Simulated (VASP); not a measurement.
# Ge (Fd-3m) in VASP: a series of runs, part 2 of 2

VASP 6.6.1. The steps go on from the part before.

**5. Electric field gradients, LDA (volume scaled by 0.94)**

Input file INCAR:

```
  ALGO = Normal
  EDIFF = 1E-8
  ENCUT = 520
  GGA = CA
  ISIF = 2
  ISMEAR = -1
  LASPH = True
  LCHARG = False
  LEFG = True
  LREAL = False
  LWAVE = False
  NBANDS = 21
  NELM = 80
  PREC = Accurate
  SIGMA = 0.05
```

Input file KPOINTS:

```
k-points
0
Gamma
  10 10 10
```

Input file POSCAR:

```
Ge
1.0
    0.0000000000      2.7710237968      2.7710237968
    2.7710237968      0.0000000000      2.7710237968
    2.7710237968      2.7710237968      0.0000000000
Ge
2
Direct
    0.5000000000      0.5000000000      0.5000000000
    0.7500000000      0.7500000000      0.7500000000
```

Potentials or basis: VASP PAW LDA potentials, release 64 (Ge_d).

Started as:

```sh
$ cat potpaw_LDA.64/Ge_d/POTCAR > POTCAR
$ mpirun -np 1 vasp_std > vasp.out
```

OUTCAR:

```text
EDIFF = 1E-8
   ENCUT = 520
   GGA = CA
   ISIF = 2
   ISMEAR = -1
   LASPH = True
   LREAL = False
   NELM = 80
   PREC = Accurate

 ion  position               nearest neighbor table
   1  0.500  0.500  0.500-   2 2.40   2 2.40   2 2.40   2 2.40
   2  0.750  0.750  0.750-   1 2.40   1 2.40   1 2.40   1 2.40

  LATTYP: Found a face centered cubic cell.
 ALAT       =     5.5420475936

  Lattice vectors:

 A1 = (   0.0000000000,   2.7710237968,   2.7710237968)
 A2 = (   2.7710237968,   0.0000000000,   2.7710237968)
 A3 = (   2.7710237968,   2.7710237968,   0.0000000000)

Analysis of symmetry for initial positions (statically):
=====================================================================
 Subroutine PRICEL returns:
 Original cell was already a primitive cell.

 Routine SETGRP: Setting up the symmetry group for a
 face centered cubic supercell.

 Subroutine GETGRP returns: Found 48 space group operations
 (whereof 24 operations were pure point group operations)
 out of a pool of 48 trial point group operations.

The static configuration has the point symmetry T_d .
 The point group associated with its full space group is O_h .

Analysis of symmetry for dynamics (positions and initial velocities):
=====================================================================
 Subroutine PRICEL returns:
 Original cell was already a primitive cell.

 Routine SETGRP: Setting up the symmetry group for a
 face centered cubic supercell.

 Subroutine GETGRP returns: Found 48 space group operations
 (whereof 24 operations were pure point group operations)
 out of a pool of 48 trial point group operations.

The dynamic configuration has the point symmetry T_d .
 The point group associated with its full space group is O_h .

 Subroutine INISYM returns: Found 48 space group operations
 (whereof 24 operations are pure point group operations),
 and found     1 'primitive' translations

----------------------------------------------------------------------------------------

                                     Primitive cell

  volume of cell :      42.5550

  direct lattice vectors                    reciprocal lattice vectors
     0.000000000  2.771023797  2.771023797    -0.180438725  0.180438725  0.180438725
     2.771023797  0.000000000  2.771023797     0.180438725 -0.180438725  0.180438725
     2.771023797  2.771023797  0.000000000     0.180438725  0.180438725 -0.180438725

  length of vectors
     3.918819435  3.918819435  3.918819435     0.312529039  0.312529039  0.312529039

  position of ions in fractional coordinates (direct lattice)
     0.500000000  0.500000000  0.500000000
     0.750000000  0.750000000  0.750000000

  ion indices of the primitive-cell ions
   primitive index   ion index
                 1           1
                 2           2

----------------------------------------------------------------------------------------

 KPOINTS: k-points

Automatic generation of k-mesh.
 Grid dimensions read from file:
[... 71 lines left out ...]
   ISIF   =      2    stress and relaxation
   ISYM   =      2    0-nonsym 1-usesym 2-fastsym
   POTIM  = 0.5000    time-step for ionic-motion
   TEBEG  =    0.0;   TEEND  =   0.0 temperature during run
   PSTRESS=    0.0 pullay stress
   NELECT =      28.0000    total number of electrons
   NUPDOWN=      -1.0000    fix difference up-down
   EMIN   =  10.00;   EMAX   =-10.00  energy-range for DOS
   EFERMI =   0.00;   METHOD = LEGACY
   ISMEAR =    -1;   SIGMA  =   0.05  broadening in eV -4-tet -1-fermi 0-gaus
   EFERMI_NEDOS =   21; number of points for ismear=-14 and -15
   IALGO  =     38    algorithm
   IMIX   =      4    mixing-type and parameters
     AMIX     =   0.40;   BMIX     =  1.00
     AMIX_MAG =   1.60;   BMIX_MAG =  1.00
  volume/ion in A,a.u.               =      21.28       143.59
  Fermi-wavevector in a.u.,A,eV,Ry     =   1.423893  2.690767 27.585409  2.027470
  Thomas-Fermi vector in A             =   2.544442
   LORBIT       =      0    0 simple, 1 ext, 2 COOP (PROOUT), +10 PAW based schemes
   GGA     = CA    functional components
   LHFCALC =     F    Hartree Fock is set to
   AEXX    =    0.0000 exact exchange contribution
   IVDW    =     0    specifies the selected vdW correction
   LEPSILON=     F    determine dielectric tensor
   LRPA    =     F    only Hartree local field effects (RPA)
 non-spin polarized calculation
  energy-cutoff  :      520.00
  volume of cell :       42.56
 maximum number of plane-waves:      1167
 NGX is ok and might be reduce to    30

 number of electron      27.9999991 magnetization

 Free energy of the ion-electron system (eV)
  ---------------------------------------------------
  ext. energy  EPLUGINS =         0.00000000
  ---------------------------------------------------
  free energy    TOTEN  =       -10.36771697 eV

  energy without entropy =      -10.36747244  energy(sigma->0) =      -10.36759471

 E-fermi :   5.4638     XC(G=0): -10.5841

 val. band max:        5.3492746563   @ k =   0.0000   0.0000   0.0000
 cond. band min:       5.6125417571   @ k =   0.5000   0.0000   0.0000
 fundamental gap:      0.2632671008
 Fermi energy:         5.4638010268

 k-point     1 :       0.0000    0.0000    0.0000
  band No.  band energies     occupation
      1     -19.6889      2.00000
      2     -19.6889      2.00000
      3     -19.6889      2.00000
      4     -19.6471      2.00000
      5     -19.6471      2.00000
      6     -19.4004      2.00000
[... 565 lines left out ...]
     20      17.2817      0.00000
     21      17.4401      0.00000

 [... further k-points ...]

------------------------ aborting loop because EDIFF is reached ----------------------------------------

  FORCE on cell =-STRESS in cart. coord.  units (eV):
  Direction    XX          YY          ZZ          XY          YZ          ZX
  --------------------------------------------------------------------------------------
  -------------------------------------------------------------------------------------
  Total        0.9467912      0.9467912      0.9467912      0.0000000      0.0000000      0.0000000
  in kB       35.6462638     35.6462638     35.6462638      0.0000000      0.0000000      0.0000000
  external PRESSURE =      35.6462638 kB  Pullay stress =       0.0000000 kB

 VOLUME and BASIS-vectors are now :
 -----------------------------------------------------------------------------
  energy-cutoff  :      520.00
  volume of cell :       42.56
      direct lattice vectors                 reciprocal lattice vectors
     0.000000000  2.771023797  2.771023797    -0.180438725  0.180438725  0.180438725
     2.771023797  0.000000000  2.771023797     0.180438725 -0.180438725  0.180438725
     2.771023797  2.771023797  0.000000000     0.180438725  0.180438725 -0.180438725

 POSITION                                       TOTAL-FORCE (eV/Angst)
 -----------------------------------------------------------------------------------
      2.77102      2.77102      2.77102        -0.000000     -0.000000      0.000000
      4.15654      4.15654      4.15654         0.000000      0.000000     -0.000000
 -----------------------------------------------------------------------------------
    total drift:                                0.000000     -0.000000     -0.000000

  FREE ENERGIE OF THE ION-ELECTRON SYSTEM (eV)
  ---------------------------------------------------
  free  energy   TOTEN  =       -10.3677169736 eV

  energy  without entropy=      -10.3674724371  energy(sigma->0) =      -10.36759471

 Electric field gradients (V/A^2)
---------------------------------------------------------------------
 ion       V_xx      V_yy      V_zz      V_xy      V_xz      V_yz
---------------------------------------------------------------------
   1       0.000    -0.000    -0.000    -0.000    -0.000    -0.000
   2       0.000    -0.000    -0.000    -0.000    -0.000    -0.000
---------------------------------------------------------------------

 Electric field gradients after diagonalization (V/A^2)
 (convention: |V_zz| > |V_xx| > |V_yy|)
----------------------------------------------------------------------
 ion       V_xx      V_yy      V_zz     asymmetry (V_yy - V_xx)/ V_zz
----------------------------------------------------------------------
   1       0.000     0.000    -0.000       0.000
   2       0.000     0.000    -0.000       0.000
----------------------------------------------------------------------

           NMR quadrupolar parameters

 Cq : quadrupolar parameter    Cq=e*Q*V_zz/h
 eta: asymmetry parameters     (V_yy - V_xx)/ V_zz
 Q  : nuclear electric quadrupole moment in mb (millibarn)
----------------------------------------------------------------------
 ion       Cq(MHz)       eta       Q (mb)
----------------------------------------------------------------------
   1      -0.000       0.000       1.000
   2      -0.000       0.000       1.000
----------------------------------------------------------------------
```

OSZICAR:

```text
N       E                     dE             d eps       ncg     rms          rms(c)
DAV:   1     0.192022882393E+03    0.19202E+03   -0.14535E+04  2233   0.363E+03
DAV:   2     0.168556819081E+02   -0.17517E+03   -0.16969E+03  1984   0.632E+02
DAV:   3    -0.969103693299E+01   -0.26547E+02   -0.26369E+02  2249   0.142E+02
DAV:   4    -0.105578104816E+02   -0.86677E+00   -0.86632E+00  2214   0.298E+01
DAV:   5    -0.105713892873E+02   -0.13579E-01   -0.13579E-01  2254   0.416E+00    0.358E+00
DAV:   6    -0.104345674694E+02    0.13682E+00   -0.42455E-02  2184   0.157E+00    0.204E+00
DAV:   7    -0.103669515690E+02    0.67616E-01   -0.84400E-02  2178   0.205E+00    0.146E-01
DAV:   8    -0.103676897339E+02   -0.73816E-03   -0.59982E-03  2204   0.778E-01    0.452E-02
DAV:   9    -0.103677207792E+02   -0.31045E-04   -0.89878E-05  2268   0.870E-02    0.137E-02
DAV:  10    -0.103677171401E+02    0.36391E-05   -0.82532E-06  2557   0.419E-02    0.451E-03
DAV:  11    -0.103677169913E+02    0.14880E-06   -0.10407E-06  2139   0.780E-03    0.173E-03
DAV:  12    -0.103677169741E+02    0.17164E-07   -0.11895E-07  2690   0.608E-03    0.393E-04
DAV:  13    -0.103677169736E+02    0.51841E-09   -0.49670E-09  1417   0.633E-04
   1 F= -.10367717E+02 E0= -.10367595E+02  d E =-.244536E-03
```

stdout:

```text
POSCAR found type information on POSCAR Ge
 POSCAR found :  1 types and       2 ions
 scaLAPACK will be used
 LDA part: xc-table for (Slater(with rela. corr.)+CA(PZ))
 , standard interpolation
 POSCAR, INCAR and KPOINTS ok, starting setup
 FFT: planning ... GRIDC
 FFT: planning ... GRID_SOFT
 FFT: planning ... GRID
 WAVECAR not read
 entering main loop
ion   1

ion   2
```

Run time: 35 s. Hardware: 1 thread of Intel Xeon 6975P-C, shared host; peak memory 0.16 GiB.

Results:

```
Free energy            : -10.3677 eV
Pressure               : 3.6 GPa
Band gap on the k mesh : 0.26 eV, indirect (least direct gap 0.43 eV)
```

Caveat: without QUAD_EFG the Cq values of the log hold for a quadrupole moment of 1 mb, not for the nuclei.

**6. Overview**

| task | cell | k mesh for the DOS | occupations for the DOS | gap on the mesh (eV) | pressure (GPa) |
| --- | --- | --- | --- | --- | --- |
| electric field gradients | a = 4.053 Å, angles 60.0°, 2 atoms | - | - | none | -3.5 |
| density of states | a = 4.000 Å, angles 60.0°, 2 atoms | 15 × 15 × 15 | tetrahedron | - | - |
| electric field gradients | a = 3.919 Å, angles 60.0°, 2 atoms | - | - | 0.26 | 3.6 |

Alike in all rows: level LDA; potentials or basis VASP PAW LDA potentials, release 64 (Ge_d); no spin polarisation; k mesh 10 × 10 × 10; cutoff (eV) 520; smearing fermi-dirac 0.05 eV.

Absolute energies hang on the potentials; compare differences alone.
